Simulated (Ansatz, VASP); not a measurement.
# CdF2 in VASP and in Ansatz

```
Cd F
1.0
     1.05339    3.31065    3.31065
     3.31065    1.05339    3.31065
     3.31065    3.31065    1.05339
Cd F
1 2
Direct
  0.00000 0.00000 0.00000
  0.25000 0.25000 0.25000
  0.75000 0.75000 0.75000
```

Alike in both runs: task single point; functional PBEsol; k mesh 8 × 8 × 8; occupations gaussian, width 0.05 eV; no spin polarisation.

|  | VASP | Ansatz |
| --- | --- | --- |
| version | VASP 6.6.1 | Ansatz 0.2.0 |
| potentials or method | VASP PAW PBE potentials, release 64 (Cd, F), cutoff 520 eV | scalar-relativistic, plane waves, PAW |
| valence electrons in the cell | 26 | 34 |

VASP gave:

* gap on the k mesh at the Fermi level (eV): 3.27
* least direct gap on the mesh (eV): 3.36
* pressure (GPa): 19.6
* traceless stress, the component that is largest in VASP (GPa): -5.35
* rms of the force components (eV/Å): 0.423

Problem. What did Ansatz give for the same quantities?

Solution. gap on the k mesh at the Fermi level (eV): 3.31; least direct gap on the mesh (eV): 3.41; pressure (GPa): 17.7; traceless stress, the component that is largest in VASP (GPa): -4.99; rms of the force components (eV/Å): 0.344.

VASP's potentials were made for PBE, not for PBEsol. Atom by atom the forces differ by 0.079 eV/Å (rms over components). The functional is the same, so the differences come from potentials, cutoffs and numerics. VASP's potentials hold 26 valence electrons a cell and Ansatz's 34, so a difference there can come from the potentials and not from the codes.
